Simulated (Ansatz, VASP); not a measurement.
# AlN: VASP beside Ansatz

```xyz
4
Lattice="3.3995 0.0000 0.0000 -1.6998 2.9441 0.0000 0.0000 0.0000 3.9982" Properties=species:S:1:pos:R:3 pbc="T T T"
Al    0.0000    1.9627    2.9986
Al    1.6998    0.9814    0.9995
N     0.0000    1.9627    0.9995
N     1.6998    0.9814    2.9986
```

Alike in both runs: task single point; functional PBEsol; k mesh 9 × 9 × 6; occupations gaussian, width 0.05 eV; no spin polarisation.

```csv
,VASP,Ansatz
version,VASP 6.6.1,Ansatz 0.2.0
potentials or method,"VASP PAW PBE potentials, release 64 (Al, N), cutoff 520 eV","scalar-relativistic, plane waves, PAW"
valence electrons in the cell,16,16
```

|  | VASP | Ansatz | Ansatz less VASP |
| --- | --- | --- | --- |
| gap on the k mesh at the Fermi level (eV) | 3.36 | 3.35 | -0.011 |
| least direct gap on the mesh (eV) | 3.36 | 3.35 | -0.011 |
| pressure (GPa) | -4.8 | -4.8 | 0.00 |
| traceless stress, the component that is largest in VASP (GPa) | 8.82 | 8.72 | -0.102 |

VASP's potentials were made for PBE, not for PBEsol, and Ansatz warns of the same on its side.
